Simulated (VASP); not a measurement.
NiGe:

```xyz
2
Lattice="2.7562 0.0000 0.0000 0.0000 2.7562 0.0000 0.0000 0.0000 3.6126" Properties=species:S:1:pos:R:3 pbc="T T T"
Ni    1.3781    1.3781    1.8063
Ge    0.0000    0.0000    0.0000
```

* Program: VASP 6.6.1
* Task: relaxation of cell and atoms
* Functional: r2SCAN
* Potentials or basis: VASP PAW PBE potentials, release 64 (Ni, Ge_d)
* Cutoff: 600 eV
* k mesh: 6 × 6 × 6
* Occupations: gaussian, width 0.1 eV
* Spin: no spin polarisation

At the start: pressure -10.8 GPa; volume 13.72 Å³/atom.

**Question.** How do energy, volume and symmetry change on relaxing?

**Answer.** Over 7 steps the energy falls by 77.5 meV/atom and the volume is 12.58 Å³/atom (-8.3 %); space group P4/mmm (No. 123, to 0.05 Å).

The path:
| step | energy change (eV) | largest force (eV/Å) | pressure (GPa) | volume (Å³) |
| --- | --- | --- | --- | --- |
| 1 | 0.0000 | 0.0000 | -10.80 | 27.44 |
| 2 | -0.0752 | 0.0000 | 8.51 | 23.92 |
| 3 | -0.0996 | 0.0000 | 0.94 | 24.99 |
| 4 | -0.1133 | 0.0000 | 0.64 | 25.05 |
| 5 | -0.1346 | 0.0000 | 0.50 | 25.16 |
| 6 | -0.1547 | 0.0000 | 0.50 | 25.15 |
| 7 | -0.1549 | 0.0000 | 0.43 | 25.16 |

Final structure:
```xyz
2
Lattice="2.9039 0.0000 0.0000 0.0000 2.9039 0.0000 0.0000 0.0000 2.9835" Properties=species:S:1:pos:R:3 pbc="T T T"
Ni    1.4520    1.4520    1.4917
Ge    0.0000    0.0000    0.0000
```

Caveat: the k points lie up to 0.36 Å⁻¹ apart in the final cell; the PAW data sets were made with another functional, which shifts forces and pressure a little.
